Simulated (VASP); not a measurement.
# TaN (Fm-3m) in VASP: a series of runs

TaN is run at these levels: PBEsol; tasks: vibrations by perturbation theory.

Everything below comes from runs of VASP 6.6.1. Logs are shortened: lines on timing, memory, paths and dates and some standing lists are left out, and cuts for length are marked.

## (1) The cell of the first run

The structure is cubic, space group Fm-3m (No. 225). The conventional cell has a = 4.361 Å, b = 4.361 Å, c = 4.361 Å, α = 90.00°, β = 90.00°, γ = 90.00°. Ta (site symmetry m-3m) has 6 N at 2.18 Å within 2.9 Å. N (site symmetry m-3m) has 6 Ta at 2.18 Å within 2.9 Å.

## (2) Vibrations by perturbation theory, PBEsol

The input, INCAR:

```
SYSTEM = TaN
ALGO = Normal ; EDIFF = 1E-8
ENCUT = 520 ; GGA = PS
IBRION = 8 ; ISIF = 2
ISMEAR = -1 ; LASPH = .TRUE.
LCHARG = .FALSE. ; LREAL = .FALSE.
LWAVE = .FALSE. ; NELM = 80
NSW = 1 ; PREC = Accurate
SIGMA = 0.15
```

The input, KPOINTS:

```
k-points
0
G
  16 16 16
  0 0 0
```

The input, POSCAR:

```
TaN
1.0
    0.0000000000      2.1804319130      2.1804319130
    2.1804319130      0.0000000000      2.1804319130
    2.1804319130      2.1804319130      0.0000000000
Ta N
1 1
Direct
    0.5000000000      0.5000000000      0.5000000000
    0.0000000000      0.0000000000      0.0000000000
```

Potentials or basis: VASP PAW PBE potentials, release 64 (Ta_pv, N).

Run with:

```console
cat potpaw_PBE.64/Ta_pv/POTCAR potpaw_PBE.64/N/POTCAR > POTCAR
mpirun -np 1 vasp_std > vasp.out
```

OUTCAR:

```text
SYSTEM = TaN
   EDIFF = 1E-8
   ENCUT = 520
   GGA = PS
   IBRION = 8
   ISIF = 2
   ISMEAR = -1
   LASPH = .TRUE.
   LREAL = .FALSE.
   NELM = 80
   NSW = 1
   PREC = Accurate

 ion  position               nearest neighbor table
   1  0.500  0.500  0.500-   2 2.18   2 2.18   2 2.18   2 2.18   2 2.18   2 2.18
   2  0.000  0.000  0.000-   1 2.18   1 2.18   1 2.18   1 2.18   1 2.18   1 2.18

  LATTYP: Found a face centered cubic cell.
 ALAT       =     4.3608638260

  Lattice vectors:

 A1 = (   0.0000000000,   2.1804319130,   2.1804319130)
 A2 = (   2.1804319130,   0.0000000000,   2.1804319130)
 A3 = (   2.1804319130,   2.1804319130,   0.0000000000)

Analysis of symmetry for initial positions (statically):
=====================================================================
 Subroutine PRICEL returns:
 Original cell was already a primitive cell.

 Routine SETGRP: Setting up the symmetry group for a
 face centered cubic supercell.

 Subroutine GETGRP returns: Found 48 space group operations
[... 9 lines left out ...]

 Routine SETGRP: Setting up the symmetry group for a
 face centered cubic supercell.

 Subroutine GETGRP returns: Found 48 space group operations
[... 11 lines left out ...]
                                     Primitive cell

  volume of cell :      20.7328

  direct lattice vectors                    reciprocal lattice vectors
     0.000000000  2.180431913  2.180431913    -0.229312366  0.229312366  0.229312366
     2.180431913  0.000000000  2.180431913     0.229312366 -0.229312366  0.229312366
     2.180431913  2.180431913  0.000000000     0.229312366  0.229312366 -0.229312366

  length of vectors
     3.083596383  3.083596383  3.083596383     0.397180668  0.397180668  0.397180668

  position of ions in fractional coordinates (direct lattice)
     0.500000000  0.500000000  0.500000000
     0.000000000  0.000000000  0.000000000

  ion indices of the primitive-cell ions
   primitive index   ion index
[... 498 lines left out ...]
  Total        0.6544512      0.6544512      0.6544512      0.0000000     -0.0000000      0.0000000
  in kB       50.5743481     50.5743481     50.5743481      0.0000000     -0.0000000      0.0000000
  external PRESSURE =      50.5743481 kB  Pullay stress =       0.0000000 kB

 VOLUME and BASIS-vectors are now :
 -----------------------------------------------------------------------------
  energy-cutoff  :      520.00
  volume of cell :       20.73
      direct lattice vectors                 reciprocal lattice vectors
     0.000000000  2.180431913  2.180431913    -0.229312366  0.229312366  0.229312366
     2.180431913  0.000000000  2.180431913     0.229312366 -0.229312366  0.229312366
     2.180431913  2.180431913  0.000000000     0.229312366  0.229312366 -0.229312366

 POSITION                                       TOTAL-FORCE (eV/Angst)
 -----------------------------------------------------------------------------------
      2.18043      2.18043      2.18043        -0.000000     -0.000000     -0.000000
      0.00000      0.00000      0.00000         0.000000      0.000000      0.000000
 -----------------------------------------------------------------------------------
    total drift:                                0.000000     -0.000000     -0.000000

  FREE ENERGIE OF THE ION-ELECTRON SYSTEM (eV)
  ---------------------------------------------------
  free  energy   TOTEN  =       -23.2368543440 eV

  energy  without entropy=      -23.1769399905  energy(sigma->0) =      -23.20689717

[... ionic steps 2 to 3 ...]

--------------------------------------- Ionic step        4  -------------------------------------------

------------------------ aborting loop because EDIFF is reached ----------------------------------------

[... ionic steps 5 to 6 ...]

--------------------------------------- Ionic step        7  -------------------------------------------

 Free energy of the ion-electron system (eV)
  ---------------------------------------------------
  ---------------------------------------------------
  free energy    TOTEN  =        -0.23380954 eV

  energy without entropy =       -0.23380954

------------------------ aborting loop because EDIFF is reached ----------------------------------------

 INTERNAL STRAIN TENSOR  FOR ION    2  DIRECTION 1   (eV/Angst):
 -----------------------------------------------------------------------------
     0.05338 -0.00000  0.00000
    -0.00000 -0.02455 -0.00000
     0.00000 -0.00000 -0.02455

 INTERNAL STRAIN TENSOR FOR ION    2 for displacements in x,y,z  (eV/Angst):
          X           Y           Z          XY          YZ          ZX
  --------------------------------------------------------------------------------
  x     0.00000     0.00000     0.00000     0.00000     0.00000     0.00000
  y     0.00000     0.00000     0.00000     0.00000     0.00000     0.00000
  z     0.00000     0.00000     0.00000     0.00000     0.00000     0.00000

 SECOND DERIVATIVES (NOT SYMMETRIZED)
 ------------------------------------
               1X          1Y          1Z          2X          2Y          2Z
  1X    -8.656040    0.000000    0.000000    8.656040    0.000000    0.000000
  1Y     0.000000   -8.656040    0.000000    0.000000    8.656040    0.000000
  1Z     0.000000    0.000000   -8.656040    0.000000    0.000000    8.656040
  2X     8.660560    0.000000    0.000000   -8.660560    0.000000    0.000000
  2Y     0.000000    8.660560    0.000000    0.000000   -8.660560    0.000000
  2Z     0.000000    0.000000    8.660560    0.000000    0.000000   -8.660560

 Eigenvectors and eigenvalues of the dynamical matrix
 ----------------------------------------------------

   1 f  =   12.762027 THz    80.186182 2PiTHz  425.695408 cm-1    52.779480 meV
             X         Y         Z           dx          dy          dz
      2.180432  2.180432  2.180432     0.264366    0.043527    0.000000
      0.000000  0.000000  0.000000    -0.950641   -0.156520    0.000000
[... 21 lines left out ...]
   6 f/i=    0.000860 THz     0.005403 2PiTHz    0.028682 cm-1     0.003556 meV
             X         Y         Z           dx          dy          dz
      2.180432  2.180432  2.180432     0.043665   -0.961435    0.044179
      0.000000  0.000000  0.000000     0.012143   -0.267368    0.012286

--------------------------------------------------------------------------------------------------------

 ELASTIC MODULI CONTR FROM IONIC RELAXATION (kBar)
 Direction    XX          YY          ZZ          XY          YZ          ZX
 --------------------------------------------------------------------------------
 XX           0.0000      0.0000      0.0000      0.0000      0.0000      0.0000
 YY           0.0000      0.0000      0.0000      0.0000      0.0000      0.0000
 ZZ           0.0000      0.0000      0.0000      0.0000      0.0000      0.0000
 XY           0.0000      0.0000      0.0000      0.0000      0.0000      0.0000
 YZ           0.0000      0.0000      0.0000      0.0000      0.0000      0.0000
 ZX           0.0000      0.0000      0.0000      0.0000      0.0000      0.0000
 --------------------------------------------------------------------------------
```

Wall time 2.8 min (1 thread of Intel Xeon Platinum 8259CL at 2.50GHz (Skylake/Cascade Lake), shared host); peak memory 0.35 GiB.

Results:

```yaml
Highest_phonon_frequency_at_Γ_LO-TO_splitting_left_out: 426 cm⁻¹
```

Phonon frequencies in cm⁻¹ (negative: imaginary):
```
              q point        frequencies
(0.000, 0.000, 0.000)  0 0 0 426 426 426
```

Caveat: the cell wasn't relaxed at this level first, which shifts response properties; the PAW data sets were made with another functional, which shifts forces and pressure a little; spin-orbit coupling is left out, which moves the levels of the heavy elements.

## (3) Vibrations by perturbation theory, PBEsol

This run uses another cell than the first one, of 10.57 Å³/atom, 1.020 times its volume.

The input, INCAR:

```
  PREC = Accurate
  ENCUT = 520
  EDIFF = 1E-8
  ISMEAR = -1
  SIGMA = 0.15
  LREAL = F
  LASPH = T
  NELM = 80
  ALGO = Normal
  ISIF = 2
  LWAVE = F
  LCHARG = F
  GGA = PS
  IBRION = 8
  NSW = 1
```

The input, KPOINTS:

```
regular mesh
0
Gamma
  16 16 16
```

The input, POSCAR:

```
TaN
1.0
    0.0000000000      2.1947174751      2.1947174751
    2.1947174751      0.0000000000      2.1947174751
    2.1947174751      2.1947174751      0.0000000000
Ta N
1 1
Direct
    0.5000000000      0.5000000000      0.5000000000
    0.0000000000      0.0000000000      0.0000000000
```

Potentials or basis: VASP PAW PBE potentials, release 64 (Ta_pv, N).

Run with:

```console
cat potpaw_PBE.64/Ta_pv/POTCAR potpaw_PBE.64/N/POTCAR > POTCAR
mpirun -np 1 vasp_std > vasp.out
```

OUTCAR:

```text
PREC = Accurate
   ENCUT = 520
   EDIFF = 1E-8
   ISMEAR = -1
   LREAL = F
   LASPH = T
   NELM = 80
   ISIF = 2
   GGA = PS
   IBRION = 8
   NSW = 1

 ion  position               nearest neighbor table
   1  0.500  0.500  0.500-   2 2.19   2 2.19   2 2.19   2 2.19   2 2.19   2 2.19
   2  0.000  0.000  0.000-   1 2.19   1 2.19   1 2.19   1 2.19   1 2.19   1 2.19

  LATTYP: Found a face centered cubic cell.
 ALAT       =     4.3894349502

  Lattice vectors:

 A1 = (   0.0000000000,   2.1947174751,   2.1947174751)
 A2 = (   2.1947174751,   0.0000000000,   2.1947174751)
 A3 = (   2.1947174751,   2.1947174751,   0.0000000000)

Analysis of symmetry for initial positions (statically):
=====================================================================
 Subroutine PRICEL returns:
 Original cell was already a primitive cell.

 Routine SETGRP: Setting up the symmetry group for a
 face centered cubic supercell.

 Subroutine GETGRP returns: Found 48 space group operations
[... 9 lines left out ...]

 Routine SETGRP: Setting up the symmetry group for a
 face centered cubic supercell.

 Subroutine GETGRP returns: Found 48 space group operations
[... 11 lines left out ...]
                                     Primitive cell

  volume of cell :      21.1430

  direct lattice vectors                    reciprocal lattice vectors
     0.000000000  2.194717475  2.194717475    -0.227819756  0.227819756  0.227819756
     2.194717475  0.000000000  2.194717475     0.227819756 -0.227819756  0.227819756
     2.194717475  2.194717475  0.000000000     0.227819756  0.227819756 -0.227819756

  length of vectors
     3.103799219  3.103799219  3.103799219     0.394595393  0.394595393  0.394595393

  position of ions in fractional coordinates (direct lattice)
     0.500000000  0.500000000  0.500000000
     0.000000000  0.000000000  0.000000000

[... 518 lines left out ...]
    total drift:                                0.000000     -0.000000     -0.000000

  FREE ENERGIE OF THE ION-ELECTRON SYSTEM (eV)
  ---------------------------------------------------
  free  energy   TOTEN  =       -23.2409103885 eV

  energy  without entropy=      -23.1795130242  energy(sigma->0) =      -23.21021171

[... ionic steps 2 to 3 ...]

--------------------------------------- Ionic step        4  -------------------------------------------

------------------------ aborting loop because EDIFF is reached ----------------------------------------

[... ionic steps 5 to 6 ...]

--------------------------------------- Ionic step        7  -------------------------------------------

 Free energy of the ion-electron system (eV)
  ---------------------------------------------------
  ---------------------------------------------------
  free energy    TOTEN  =        -0.23335455 eV

  energy without entropy =       -0.23335455

------------------------ aborting loop because EDIFF is reached ----------------------------------------

 INTERNAL STRAIN TENSOR  FOR ION    2  DIRECTION 1   (eV/Angst):
 -----------------------------------------------------------------------------
     0.05333  0.00000  0.00000
    -0.00000 -0.02426  0.00000
     0.00000  0.00000 -0.02426

 INTERNAL STRAIN TENSOR FOR ION    2 for displacements in x,y,z  (eV/Angst):
          X           Y           Z          XY          YZ          ZX
  --------------------------------------------------------------------------------
  x     0.00000     0.00000     0.00000     0.00000     0.00000     0.00000
  y     0.00000     0.00000     0.00000     0.00000     0.00000     0.00000
  z     0.00000     0.00000     0.00000     0.00000     0.00000     0.00000

 SECOND DERIVATIVES (NOT SYMMETRIZED)
 ------------------------------------
               1X          1Y          1Z          2X          2Y          2Z
  1X    -7.655112    0.000000    0.000000    7.655112    0.000000    0.000000
  1Y     0.000000   -7.655112    0.000000    0.000000    7.655112    0.000000
  1Z     0.000000    0.000000   -7.655112    0.000000    0.000000    7.655112
  2X     7.647152    0.000000    0.000000   -7.647152    0.000000    0.000000
  2Y     0.000000    7.647152    0.000000    0.000000   -7.647152    0.000000
  2Z     0.000000    0.000000    7.647152    0.000000    0.000000   -7.647152

 Eigenvectors and eigenvalues of the dynamical matrix
 ----------------------------------------------------

   1 f  =   11.992808 THz    75.353038 2PiTHz  400.037029 cm-1    49.598248 meV
             X         Y         Z           dx          dy          dz
      2.194717  2.194717  2.194717     0.268120   -0.000000    0.000000
      0.000000  0.000000  0.000000    -0.963386   -0.000000    0.000000
[... 21 lines left out ...]
   6 f/i=    0.001612 THz     0.010126 2PiTHz    0.053756 cm-1     0.006665 meV
             X         Y         Z           dx          dy          dz
      2.194717  2.194717  2.194717     0.099166   -0.127025   -0.949812
      0.000000  0.000000  0.000000     0.027599   -0.035352   -0.264342

--------------------------------------------------------------------------------------------------------

 ELASTIC MODULI CONTR FROM IONIC RELAXATION (kBar)
 Direction    XX          YY          ZZ          XY          YZ          ZX
 --------------------------------------------------------------------------------
 XX           0.0000      0.0000      0.0000      0.0000      0.0000      0.0000
 YY           0.0000      0.0000      0.0000      0.0000      0.0000      0.0000
 ZZ           0.0000      0.0000      0.0000      0.0000      0.0000      0.0000
 XY           0.0000      0.0000      0.0000      0.0000      0.0000      0.0000
 YZ           0.0000      0.0000      0.0000      0.0000      0.0000      0.0000
 ZX           0.0000      0.0000      0.0000      0.0000      0.0000      0.0000
 --------------------------------------------------------------------------------
```

Wall time 96 s (1 thread of Intel Xeon 6975P-C (Granite Rapids), shared host); peak memory 0.35 GiB.

What came out:

```yaml
Highest_phonon_frequency_at_Γ_LO-TO_splitting_left_out: 400 cm⁻¹
```

Phonon frequencies in cm⁻¹ (negative: imaginary):
| q point | frequencies |
| --- | --- |
| (0.000, 0.000, 0.000) | 0 0 0 400 400 400 |

Caveat: the cell wasn't relaxed at this level first, which shifts response properties; the PAW data sets were made with another functional, which shifts forces and pressure a little; spin-orbit coupling is left out, which moves the levels of the heavy elements.

[end of part 1 of 2]
